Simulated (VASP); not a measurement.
Set up this calculation in VASP 6.6.1, as the native input.

```yaml
Task: electric field gradients
Functional: r2SCAN
Potentials_or_basis: VASP PAW PBE potentials, release 64 (Ti_sv, H)
Cutoff: 520 eV
k_mesh: 12 × 12 × 8
Occupations: fermi-dirac, width 0.08 eV
Spin: no spin polarisation
Dipole_correction: no
Further_INCAR_settings: ALGO = Normal; EDIFF = 1e-08; NBANDS = 21
```

Crystal: TiH.

```
CELL_PARAMETERS angstrom
2.94749 0.00000 0.00000
0.00000 2.94749 0.00000
0.00000 0.00000 4.56814
ATOMIC_POSITIONS crystal
Ti 0.50000 0.00000 0.50000
Ti 0.00000 0.50000 0.00000
H 0.00000 0.00000 0.25000
H 0.00000 0.00000 0.75000
```

These files were run (other wordings do the same):

POSCAR

```
TiH
1.0
    2.9474928546      0.0000000000      0.0000000000
    0.0000000000      2.9474928546      0.0000000000
    0.0000000000      0.0000000000      4.5681404800
Ti H
2 2
Direct
    0.5000000000      0.0000000000      0.5000000000
    0.0000000000      0.5000000000      0.0000000000
    0.0000000000      0.0000000000      0.2500000000
    0.0000000000      0.0000000000      0.7500000000
```

INCAR.step1

```
SYSTEM = TiH
  ALGO = Normal
  EDIFF = 1E-4
  ENCUT = 520
  GGA = PE
  ISMEAR = -1
  LASPH = .TRUE.
  LCHARG = .FALSE.
  LREAL = .FALSE.
  LWAVE = .TRUE.
  NBANDS = 21
  NELM = 100
  PREC = Accurate
  SIGMA = 0.08
```

INCAR.step2

```
SYSTEM = TiH
  ALGO = Normal
  EDIFF = 1E-8
  ENCUT = 520
  ISIF = 2
  ISMEAR = -1
  ISTART = 1
  LASPH = .TRUE.
  LCHARG = .FALSE.
  LEFG = .TRUE.
  LMIXTAU = .TRUE.
  LREAL = .FALSE.
  LWAVE = .FALSE.
  METAGGA = R2SCAN
  NBANDS = 21
  NELM = 100
  PREC = Accurate
  SIGMA = 0.08
```

KPOINTS

```
k-points
0
G
  12 12 8
  0 0 0
```

Potentials or basis: VASP PAW PBE potentials, release 64 (Ti_sv, H).

The run is started by

```bash
$ cat potpaw_PBE.64/Ti_sv/POTCAR potpaw_PBE.64/H/POTCAR > POTCAR
$ cp INCAR.step1 INCAR
$ mpirun -np 1 vasp_std > vasp.out
$ cp INCAR.step2 INCAR
$ mpirun -np 1 vasp_std > vasp.out
```

It gave:

```json
{
  "Pressure": "0.1 GPa",
  "Band gap on the k mesh": "zero (bands 13 and 14 overlap by 0.85 eV)",
  "Largest electric field gradient by atom": "Ti +31.6; H +1.3 V/Å²"
}
```

Caveat: without QUAD_EFG the Cq values of the log hold for a quadrupole moment of 1 mb, not for the nuclei; the PAW data sets were made with another functional, which shifts forces and pressure a little.

It took 4.3 min on 1 thread of Intel(R) Xeon(R) Platinum 8488C (Sapphire Rapids), on a shared host, peak memory 0.23 GiB.
